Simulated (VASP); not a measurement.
A run of VASP 6.6.1 is set up as follows.

INCAR

```
SYSTEM = Si
PREC = Accurate ; ENCUT = 520
EDIFF = 1E-6 ; ISMEAR = -1
SIGMA = 0.05 ; LREAL = .FALSE.
LASPH = .TRUE. ; NELM = 60
ALGO = Normal ; ISIF = 2
LWAVE = .FALSE. ; LCHARG = .FALSE.
GGA = RE ; NBANDS = 11
```

File KPOINTS:

```
regular mesh
0
G
  8 8 8
  0 0 0
```

File POSCAR:

```
Si
1.0
    0.0000000000      2.7464888575      2.7464888575
    2.7464888575      0.0000000000      2.7464888575
    2.7464888575      2.7464888575      0.0000000000
Si
2
Direct
    0.5000000000      0.5000000000      0.5000000000
    0.7500000000      0.7500000000      0.7500000000
```

Potentials or basis: VASP PAW PBE potentials, release 64 (Si).

The run is started by

```console
$ cat potpaw_PBE.64/Si/POTCAR > POTCAR
$ mpirun -np 1 vasp_std > vasp.out
```

Question: Estimate the pressure.

Answer: -0.1 GPa.

Question: What does it give for the band gap on the k mesh?

Answer: 0.71 eV, indirect (least direct gap 2.55 eV).

Caveat: the PAW data sets were made with another functional, which shifts forces and pressure a little. A hybrid or GW would open this gap; revPBE tends to underestimate it.
